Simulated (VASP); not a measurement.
# Ta (Im-3m) in VASP: a series of runs

Runs on Ta. Level: PBEsol. Tasks: single point.

Everything below comes from runs of VASP 6.6.1. Logs are shortened: lines on timing, memory, paths and dates and some standing lists are left out, and cuts for length are marked.

**1. The cell of the first run**

The structure is cubic, space group Im-3m (No. 229). Conventional cell: a = 3.281 Å, b = 3.281 Å, c = 3.281 Å, α = 90.00°, β = 90.00°, γ = 90.00°. Ta (site symmetry m-3m) has 14 Ta at 2.84 to 3.28 Å within 3.7 Å.

**2. Single point, PBEsol**

The input, INCAR:

```
SYSTEM = Ta
PREC = Accurate
ENCUT = 520
EDIFF = 1E-6
ISMEAR = 0
SIGMA = 0.15
LREAL = .FALSE.
LASPH = .TRUE.
NELM = 80
ALGO = Fast
ISIF = 2
LWAVE = .FALSE.
LCHARG = .TRUE.
GGA = PS
LELF = .TRUE.
LVHAR = .TRUE.
NBANDS = 12
```

The input, KPOINTS:

```
regular mesh
0
G
  14 14 14
  0 0 0
```

The input, POSCAR:

```
Ta
1.0
   -1.6402597622      1.6402597622      1.6402597622
    1.6402597622     -1.6402597622      1.6402597622
    1.6402597622      1.6402597622     -1.6402597622
Ta
1
Direct
    0.0000000000      0.0000000000      0.0000000000
```

Potentials or basis: VASP PAW PBE potentials, release 64 (Ta_pv).

Launch:

```
$ cat potpaw_PBE.64/Ta_pv/POTCAR > POTCAR
$ mpirun -np 1 vasp_std > vasp.out
```

OUTCAR:

```text
SYSTEM = Ta
   PREC = Accurate
   ENCUT = 520
   EDIFF = 1E-6
   ISMEAR = 0
   LREAL = .FALSE.
   LASPH = .TRUE.
   NELM = 80
   ISIF = 2
   GGA = PS

 ion  position               nearest neighbor table
   1  0.000  0.000  0.000-

  LATTYP: Found a body centered cubic cell.
 ALAT       =     3.2805195244

  Lattice vectors:

 A1 = (  -1.6402597622,   1.6402597622,   1.6402597622)
 A2 = (   1.6402597622,  -1.6402597622,   1.6402597622)
 A3 = (   1.6402597622,   1.6402597622,  -1.6402597622)

Analysis of symmetry for initial positions (statically):
=====================================================================
 Subroutine PRICEL returns:
 Original cell was already a primitive cell.

 Routine SETGRP: Setting up the symmetry group for a
 body centered cubic supercell.

 Subroutine GETGRP returns: Found 48 space group operations
 (whereof 48 operations were pure point group operations)
 out of a pool of 48 trial point group operations.

The static configuration has the point symmetry O_h .

Analysis of symmetry for dynamics (positions and initial velocities):
=====================================================================
 Subroutine PRICEL returns:
 Original cell was already a primitive cell.

 Routine SETGRP: Setting up the symmetry group for a
 body centered cubic supercell.

 Subroutine GETGRP returns: Found 48 space group operations
 (whereof 48 operations were pure point group operations)
 out of a pool of 48 trial point group operations.

The dynamic configuration has the point symmetry O_h .

 Subroutine INISYM returns: Found 48 space group operations
 (whereof 48 operations are pure point group operations),
 and found     1 'primitive' translations

----------------------------------------------------------------------------------------

                                     Primitive cell

  volume of cell :      17.6522

  direct lattice vectors                    reciprocal lattice vectors
    -1.640259762  1.640259762  1.640259762     0.000000000  0.304829766  0.304829766
     1.640259762 -1.640259762  1.640259762     0.304829766  0.000000000  0.304829766
     1.640259762  1.640259762 -1.640259762     0.304829766  0.304829766  0.000000000

  length of vectors
     2.841013246  2.841013246  2.841013246     0.431094390  0.431094390  0.431094390

  position of ions in fractional coordinates (direct lattice)
     0.000000000  0.000000000  0.000000000

  ion indices of the primitive-cell ions
   primitive index   ion index
                 1           1

----------------------------------------------------------------------------------------

 KPOINTS: regular mesh

Automatic generation of k-mesh.
 Grid dimensions read from file:
 generate k-points for:   14   14   14

 Generating k-lattice:

  Cartesian coordinates                     Fractional coordinates (reciprocal lattice)
     0.000000000  0.021773555  0.021773555     0.071428571  0.000000000  0.000000000
     0.021773555  0.000000000  0.021773555     0.000000000  0.071428571  0.000000000
     0.021773555  0.021773555  0.000000000     0.000000000  0.000000000  0.071428571

  Length of vectors
     0.030792456  0.030792456  0.030792456

  Shift w.r.t. Gamma in fractional coordinates (k-lattice)
     0.000000000  0.000000000  0.000000000

 Subroutine IBZKPT returns following result:
 ===========================================

 Found    104 irreducible k-points:

 Following reciprocal coordinates:
            Coordinates               Weight
  0.000000  0.000000  0.000000      1.000000
  0.071429  0.000000  0.000000     12.000000
  0.142857  0.000000  0.000000     12.000000
  0.214286  0.000000  0.000000     12.000000
  0.285714  0.000000  0.000000     12.000000
  0.357143  0.000000  0.000000     12.000000
[... 16 lines left out ...]
  0.285714  0.285714  0.000000     24.000000
  0.357143  0.285714  0.000000     24.000000
 [... further k-points ...]
   k-points           NKPTS =    104   k-points in BZ     NKDIM =    104   number of bands    NBANDS=     12
   number of dos      NEDOS =    301   number of ions     NIONS =      1
   total plane-waves  NPLWV =  13824
   dimension x,y,z NGX =    24 NGY =   24 NGZ =   24
   dimension x,y,z NGXF=    48 NGYF=   48 NGZF=   48
   ions per type =               1
   NGX,Y,Z   is equivalent  to a cutoff of  14.04, 14.04, 14.04 a.u.
   NGXF,Y,Z  is equivalent  to a cutoff of  28.09, 28.09, 28.09 a.u.
 SYSTEM =  Ta
   PREC   = accura    normal or accurate (medium, high low for compatibility)
   ISTART =      0    job   : 0-new  1-cont  2-samecut
   ICHARG =      2    charge: 1-file 2-atom 10-const
   ISPIN  =      1    spin polarized calculation?
   LNONCOLLINEAR =      F non collinear calculations
   LSORBIT =      F    spin-orbit coupling
   LASPH  =      T    aspherical Exc in radial PAW
   ENCUT  =  520.0 eV  38.22 Ry    6.18 a.u.   5.28  5.28  5.28*2*pi/ulx,y,z
   NELM   =     80;   NELMIN=  2; NELMDL= -5     # of ELM steps
   EDIFF  = 0.1E-05   stopping-criterion for ELM
   LREAL  =      F    real-space projection
   EDIFFG = 0.1E-04   stopping-criterion for IOM
   NSW    =      0    number of steps for IOM
   IBRION =     -1    ionic relax: 0-MD 1-quasi-New 2-CG
   NFREE  =      0    steps in history (QN), initial steepest desc. (CG)
   ISIF   =      2    stress and relaxation
   ISYM   =      2    0-nonsym 1-usesym 2-fastsym
   POTIM  = 0.5000    time-step for ionic-motion
   TEBEG  =    0.0;   TEEND  =   0.0 temperature during run
   PSTRESS=    0.0 pullay stress
   NELECT =      11.0000    total number of electrons
   NUPDOWN=      -1.0000    fix difference up-down
   EMIN   =  10.00;   EMAX   =-10.00  energy-range for DOS
   EFERMI =   0.00;   METHOD = LEGACY
   ISMEAR =     0;   SIGMA  =   0.15  broadening in eV -4-tet -1-fermi 0-gaus
   EFERMI_NEDOS =   21; number of points for ismear=-14 and -15
   IALGO  =     68    algorithm
   IMIX   =      4    mixing-type and parameters
     AMIX     =   0.40;   BMIX     =  1.00
     AMIX_MAG =   1.60;   BMIX_MAG =  1.00
  volume/ion in A,a.u.               =      17.65       119.12
  Fermi-wavevector in a.u.,A,eV,Ry     =   1.398320  2.642441 26.603439  1.955298
  Thomas-Fermi vector in A             =   2.521489
   LORBIT       =      0    0 simple, 1 ext, 2 COOP (PROOUT), +10 PAW based schemes
   GGA     = PS    functional components
   LHFCALC =     F    Hartree Fock is set to
   AEXX    =    0.0000 exact exchange contribution
   IVDW    =     0    specifies the selected vdW correction
   LEPSILON=     F    determine dielectric tensor
   LRPA    =     F    only Hartree local field effects (RPA)
 non-spin polarized calculation
 RMM-DIIS sequential band-by-band and
 Gauss-broadening in eV      SIGMA  =   0.15
  energy-cutoff  :      520.00
  volume of cell :       17.65
 maximum number of plane-waves:       490
 NGX is ok and might be reduce to    24

 number of electron      11.0000002 magnetization

 Free energy of the ion-electron system (eV)
  ---------------------------------------------------
  ext. energy  EPLUGINS =         0.00000000
  ---------------------------------------------------
  free energy    TOTEN  =       -12.56291408 eV

  energy without entropy =      -12.55130971  energy(sigma->0) =      -12.55711189

 E-fermi :   5.4713     XC(G=0): -12.8325

 val. band max:        5.4650139127   @ k =   0.0714   0.0714   0.0714
 cond. band min:       5.4771632471   @ k =  -0.2857   0.2857   0.1429
 fundamental gap:      0.0121493344
 Fermi energy:         5.4712826846

 k-point     1 :       0.0000    0.0000    0.0000
  band No.  band energies     occupation
      1     -27.4652      2.00000
      2     -27.4652      2.00000
      3     -27.4652      2.00000
      4      -2.5220      2.00000
      5       6.2012      0.00000
      6       6.2012      0.00000
      7       6.2012      0.00000
      8       9.5443      0.00000
      9       9.5443      0.00000
     10      20.6211      0.00000
     11      20.6211      0.00000
     12      20.6211      0.00000

 k-point     2 :       0.0714    0.0000    0.0000
  band No.  band energies     occupation
      1     -27.5335      2.00000
      2     -27.4860      2.00000
      3     -27.4656      2.00000
      4      -2.2879      2.00000
      5       6.0493      0.00000
      6       6.1554      0.00000
      7       6.4311      0.00000
      8       9.3028      0.00000
      9       9.5448      0.00000
     10      20.8313      0.00000
     11      21.0295      0.00000
     12      21.2377      0.00000

 k-point     3 :       0.1429    0.0000    0.0000
  band No.  band energies     occupation
      1     -27.7211      2.00000
      2     -27.5440      2.00000
      3     -27.4667      2.00000
      4      -1.6284      2.00000
      5       5.6527      0.08710
      6       5.9428      0.00001
      7       7.1091      0.00000
      8       8.9153      0.00000
      9       9.5673      0.00000
     10      21.2799      0.00000
     11      22.1903      0.00000
     12      22.3415      0.00000

 k-point     4 :       0.2143    0.0000    0.0000
  band No.  band energies     occupation
      1     -27.9832      2.00000
      2     -27.6268      2.00000
      3     -27.4684      2.00000
      4      -0.6830      2.00000
      5       5.1402      1.99820
      6       5.5442      0.49181
      7       8.1986      0.00000
      8       8.8494      0.00000
      9       9.6559      0.00000
     10      20.2054      0.00000
     11      21.2671      0.00000
     12      23.1514      0.00000

 k-point     5 :       0.2857    0.0000    0.0000
  band No.  band energies     occupation
      1     -28.2627      2.00000
      2     -27.7172      2.00000
      3     -27.4704      2.00000
      4       0.2669      2.00000
      5       4.6349      2.00000
      6       5.3193      1.84807
      7       9.0998      0.00000
      8       9.6291      0.00000
      9       9.8414      0.00000
     10      20.1925      0.00000
     11      20.2510      0.00000
     12      21.6625      0.00000
[... 228 lines left out ...]
      1     -28.5161      2.00000
      2     -27.9889      2.00000
      3     -27.5941      2.00000
      4       2.2148      2.00000
      5       4.0456      2.00000
      6       5.0251      1.99997
      7       9.1537      0.00000
      8      10.4277      0.00000
      9      13.9142      0.00000
     10      17.0970      0.00000
     11      20.5836      0.00000
     12      22.0837      0.00000

 k-point    22 :       0.3571    0.2143   -0.0000
  band No.  band energies     occupation
      1     -28.5502      2.00000
      2     -28.0710      2.00000
      3     -27.6013      2.00000
      4       2.3128      2.00000
      5       4.0527      2.00000
      6       5.3695      1.66295
      7       9.3351      0.00000
      8      10.6212      0.00000
      9      15.2724      0.00000
     10      15.7052      0.00000
     11      19.5493      0.00000
     12      22.0411      0.00000

 k-point    23 :       0.2857    0.2857    0.0000
  band No.  band energies     occupation
      1     -28.4817      2.00000
      2     -28.1472      2.00000
      3     -27.6167      2.00000
      4       2.7195      2.00000
      5       4.0524      2.00000
      6       4.9226      2.00000
      7       9.5454      0.00000
      8      10.3529      0.00000
      9      15.4260      0.00000
     10      15.7057      0.00000
     11      19.6482      0.00000
     12      22.3754      0.00000

 k-point    24 :       0.3571    0.2857    0.0000
  band No.  band energies     occupation
      1     -28.4336      2.00000
      2     -28.2411      2.00000
      3     -27.6234      2.00000
      4       2.8548      2.00000
      5       4.2037      2.00000
      6       4.7887      2.00000
      7       9.7849      0.00000
      8      10.3797      0.00000
      9      14.6309      0.00000
     10      16.8556      0.00000
     11      18.6691      0.00000
     12      20.2209      0.00000

 [... further k-points ...]
[... 5 lines left out ...]
  --------------------------------------------------------------------------------------
  -------------------------------------------------------------------------------------
  Total        0.0619438      0.0619438      0.0619438      0.0000000     -0.0000000     -0.0000000
  in kB        5.6222511      5.6222511      5.6222511      0.0000000     -0.0000000     -0.0000000
  external PRESSURE =       5.6222511 kB  Pullay stress =       0.0000000 kB

 VOLUME and BASIS-vectors are now :
 -----------------------------------------------------------------------------
  energy-cutoff  :      520.00
  volume of cell :       17.65
      direct lattice vectors                 reciprocal lattice vectors
    -1.640259762  1.640259762  1.640259762     0.000000000  0.304829766  0.304829766
     1.640259762 -1.640259762  1.640259762     0.304829766  0.000000000  0.304829766
     1.640259762  1.640259762 -1.640259762     0.304829766  0.304829766  0.000000000

 POSITION                                       TOTAL-FORCE (eV/Angst)
 -----------------------------------------------------------------------------------
      0.00000      0.00000      0.00000         0.000000      0.000000      0.000000
 -----------------------------------------------------------------------------------
    total drift:                                0.000000     -0.000000     -0.000000

  FREE ENERGIE OF THE ION-ELECTRON SYSTEM (eV)
  ---------------------------------------------------
  free  energy   TOTEN  =       -12.5629140761 eV

  energy  without entropy=      -12.5513097117  energy(sigma->0) =      -12.55711189
```

It took 30 s on 1 thread of AMD EPYC 7R43 (Zen 3), shared host; peak memory 0.12 GiB.

What came out:

```yaml
Free_energy: -12.5629 eV
Pressure: 0.6 GPa
```

Caveat: the PAW data sets were made with another functional, which shifts forces and pressure a little; spin-orbit coupling is left out, which moves the levels of the heavy elements.

**3. Single point, PBEsol**

This run uses another cell than the first one: it holds 4 atoms, not 1.

The input, INCAR:

```
PREC = Accurate ; ENCUT = 520
EDIFF = 1E-6 ; ISMEAR = 0
SIGMA = 0.15 ; LREAL = F
LASPH = T ; NELM = 100
ALGO = Normal ; ISIF = 2
LWAVE = F ; LCHARG = F
GGA = PS ; NBANDS = 30
```

The input, KPOINTS:

```
Automatic mesh
0
Gamma
  10 10 10
```

The input, POSCAR:

```
Ta
1.0
    0.0000000000     -3.2805195243      3.2805195243
    3.2805195243     -3.2805195243      0.0000000000
    3.2805195243      0.0000000000      3.2805195243
Ta
4
Direct
    0.0000000000      0.0000000000      0.0000000000
    0.2500000000      0.2500000000      0.2500000000
    0.5000000000      0.5000000000      0.5000000000
    0.7500000000      0.7500000000      0.7500000000
```

Potentials or basis: VASP PAW PBE potentials, release 64 (Ta_pv).

Launch:

```
$ cat potpaw_PBE.64/Ta_pv/POTCAR > POTCAR
$ mpirun -np 1 vasp_std > vasp.out
```

Run time: 2 min. Hardware: 1 thread of AMD EPYC 7R43 (Zen 3), shared host; peak memory 0.2 GiB.

The run converged. Its results:

| Quantity | Value |
| --- | --- |
| Free energy | -50.2347 eV |
| Pressure | 0.4 GPa |
| Band gap on the k mesh | zero (band 22 reaches 6.76 eV, above the bottom of band 23 at 4.43 eV) |

Levels at points of the mesh, in eV from the Fermi level:
```tsv
k point	band 20	band 21	band 22	band 23	band 24	band 25
(0.00, 0.00, 0.00)	-1.25	-1.25	0.71	0.71	0.71	4.05
(0.50, 0.00, 0.00)	-1.57	-1.07	-1.07	-1.07	-1.07	4.15
(0.50, 0.50, 0.00)	-1.02	1.26	1.26	1.26	1.26	1.69
```

Caveat: the PAW data sets were made with another functional, which shifts forces and pressure a little; spin-orbit coupling is left out, which moves the levels of the heavy elements.
